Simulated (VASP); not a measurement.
Write the native input for VASP 6.6.1 that does the following.

```yaml
Task: single point
Functional: PBE
Dispersion: D4
Potentials_or_basis: VASP PAW PBE potentials, release 64 (Pt, S)
Cutoff: 520 eV
k_mesh: 6 × 6 × 4
Occupations: gaussian, width 0.1 eV
Spin: no spin polarisation
Dipole_correction: no
Further_INCAR_settings: ALGO = Normal; EDIFF = 1e-06; NBANDS = 18
```

The structure of PtS2 (d4) lies in POSCAR:

```
PtS2
1.0
    3.5784023997      0.0000000000      0.0000000000
   -1.7892011998      3.0989873831      0.0000000000
    0.0000000000      0.0000000000      4.7835356802
Pt S
1 2
Direct
    0.0000000000      0.0000000000      0.0000000000
    0.3333333333      0.6666666667      0.2534364190
    0.6666666667      0.3333333333      0.7465635810
```

These files were run (other wordings do the same):

INCAR

```
  ALGO = Normal
  EDIFF = 1E-6
  ENCUT = 520
  GGA = PE
  ISIF = 2
  ISMEAR = 0
  IVDW = 13
  LASPH = T
  LCHARG = F
  LREAL = F
  LWAVE = F
  NBANDS = 18
  NELM = 80
  PREC = Accurate
  SIGMA = 0.1
```

KPOINTS

```
k-points
0
Gamma
  6 6 4
```

Potentials or basis: VASP PAW PBE potentials, release 64 (Pt, S).

Command:

```bash
$ cat potpaw_PBE.64/Pt/POTCAR potpaw_PBE.64/S/POTCAR > POTCAR
$ mpirun -np 1 vasp_std > vasp.out
```

Results of the run:

| Property | Result |
| --- | --- |
| Pressure | -0.6 GPa |
| Largest force | 0.047 eV/Å |
| Band gap on the k mesh | 0.26 eV, indirect (least direct gap 1.15 eV) |
| Dispersion energy per atom | -0.454 eV |

Caveat: spin-orbit coupling is left out, which moves the levels of the heavy elements.

Run time: 12 s on 1 thread of Intel(R) Xeon(R) 6975P-C (Granite Rapids) (shared host), peak memory 0.17 GiB.
